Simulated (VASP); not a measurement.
Mg: single point with PBE

Mg:

```xyz
1
Lattice="3.1723 0.0000 0.0000 -1.5862 2.7473 0.0000 0.0000 0.0000 3.1666" Properties=species:S:1:pos:R:3 pbc="T T T"
Mg    0.0000    0.0000    0.0000
```

This cell differs from its parent crystal: strain +0.040 along x and y, +0.040 along z.

```json
{
  "Program": "VASP 6.6.1",
  "Task": "single point",
  "Functional": "PBE",
  "Potentials or basis": "VASP PAW PBE potentials, release 64 (Mg)",
  "Cutoff": "520 eV",
  "k mesh": "18 × 18 × 16",
  "Occupations": "gaussian, width 0.15 eV",
  "Spin": "no spin polarisation",
  "Dipole correction": "no",
  "Further INCAR settings": "ALGO = Fast; EDIFF = 1e-06; NBANDS = 7"
}
```

```json
{"Pressure": "-1.8 GPa", "Band gap on the k mesh": "zero (bands 1 and 2 overlap by 4.89 eV)"}
```

Stress tensor (GPa, compression positive):
```
-2.00  0.00  0.00
 0.00 -2.00  0.00
 0.00  0.00 -1.48
```

Levels at points of the mesh, in eV from the Fermi level:
```
           k point  band 1  band 2  band 3  band 4  band 5
(0.00, 0.00, 0.00)   -6.17    7.61    8.03   11.85   11.85
(0.50, 0.00, 0.00)   -1.38   -1.18    7.80    7.90   12.17
(0.00, 0.00, 0.50)   -2.88   -2.06   13.84   13.84   15.18
(0.50, 0.00, 0.50)    1.35    2.24    2.62    3.08   10.71
```

Wall time 21 s on 1 thread of Intel(R) Xeon(R) Platinum 8259CL CPU @ 2.50GHz (Skylake/Cascade Lake) (shared host), peak memory 0.19 GiB.

Caveat: the cell differs from its parent crystal (strain +0.040 along x and y, +0.040 along z).
